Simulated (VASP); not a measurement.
Input of a VASP 6.6.1 run:

INCAR

```
ALGO = Normal
EDIFF = 1E-6
ENCUT = 520
GGA = PS
ISIF = 2
ISMEAR = 1
LASPH = T
LCHARG = T
LELF = T
LREAL = F
LVHAR = T
LWAVE = F
NBANDS = 15
NELM = 100
PREC = Accurate
SIGMA = 0.1
```

Contents of KPOINTS:

```
k-points
0
Gamma
  10 10 10
```

File POSCAR:

```
LaH3
1.0
    0.0000000000      2.7681463706      2.8235092980
    2.7681463706      0.0000000000      2.8235092980
    2.7681463706      2.7681463706      0.0000000000
La H
1 3
Direct
    0.0000000000      0.0000000000      0.0000000000
    0.5000000000      0.5000000000      0.5000000000
    0.7500000000      0.7500000000      0.7500000000
    0.2500000000      0.2500000000      0.2500000000
```

Potentials or basis: VASP PAW PBE potentials, release 64 (La, H).

The run is started by

```console
$ cat potpaw_PBE.64/La/POTCAR potpaw_PBE.64/H/POTCAR > POTCAR
$ mpirun -np 1 vasp_std > vasp.out
```

(1) Estimate the pressure.

(2) Estimate the band gap on the k mesh.

## Answers

(1) -3.3 GPa.

(2) zero (band 7 reaches 7.82 eV, above the bottom of band 8 at 7.66 eV).

Caveat: the PAW data sets were made with another functional, which shifts forces and pressure a little; spin-orbit coupling is left out, which moves the levels of the heavy elements.
